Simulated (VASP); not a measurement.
Input of a VASP 6.6.1 run:

The input INCAR:

```
PREC = Accurate ; ENCUT = 600
EDIFF = 1E-6 ; ISMEAR = -1
SIGMA = 0.1 ; LREAL = F
LASPH = T ; NELM = 120
ALGO = Normal ; ISIF = 2
LWAVE = F ; LCHARG = F
GGA = PS ; NBANDS = 12
GGA_COMPAT = F
```

File KPOINTS:

```
Automatic mesh
0
Gamma
  8 8 7
```

Contents of POSCAR:

```
N
1.0
    2.5194740000      0.0000000000      0.0000000000
   -1.2597370000      2.1819280000      0.0000000000
    0.0000000000      0.0000000000      2.4460020000
N
2
Direct
    0.6666666667      0.3333333333      0.2500000000
    0.3333333333      0.6666666667      0.7500000000
```

Potentials or basis: VASP PAW PBE potentials, release 64 (N).

The run is started by

```console
$ cat potpaw_PBE.64/N/POTCAR > POTCAR
$ mpirun -np 1 vasp_std > vasp.out
```

Estimate the pressure.

-2.0 GPa.

Predict the band gap on the k mesh.

zero (bands 5 and 6 overlap by 3.39 eV).

Stress tensor (GPa, compression positive):
```
  2.44   0.00   0.00
  0.00   2.44   0.00
  0.00   0.00 -10.82
```

Caveat: the k points lie up to 0.37 Å⁻¹ apart, too coarse for converged energies and pressures of a metal; the PAW data sets were made with another functional, which shifts forces and pressure a little.
